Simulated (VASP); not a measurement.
Nb16N (a cell with a defect), 17 atoms in the cell. The cell holds a defect, 17 atoms: a = 6.600 Å, b = 6.600 Å, c = 6.600 Å, α = 90.00°, β = 90.00°, γ = 90.00°. 

| Quantity | Value |
| --- | --- |
| Program | VASP 6.6.1 |
| Task | single point |
| Functional | PBE |
| Potentials or basis | VASP PAW PBE potentials, release 64 (Nb_sv, N) |
| Cutoff | 520 eV |
| k mesh | 2 × 2 × 2 |
| Occupations | fermi-dirac, width 0.1 eV |
| Spin | no spin polarisation |
| Dipole correction | no |
| Further INCAR settings | LREAL = Auto; ALGO = Normal; EDIFF = 1e-06; NBANDS = 120 |

Potentials or basis: VASP PAW PBE potentials, release 64 (Nb_sv, N).

Run with:

```sh
$ cat potpaw_PBE.64/Nb_sv/POTCAR potpaw_PBE.64/N/POTCAR > POTCAR
$ mpirun -np 1 vasp_std > vasp.out
```

Hardware: 1 thread of Oxide Virtual Turin-like Processor, with other jobs on the host.

**Question.** How long does it take, and how much memory?

**Answer.** It took 19 min on 1 thread of Oxide Virtual Turin-like Processor (shared host), peak memory 0.42 GiB. Counts: scf iterations 18, k points 8.
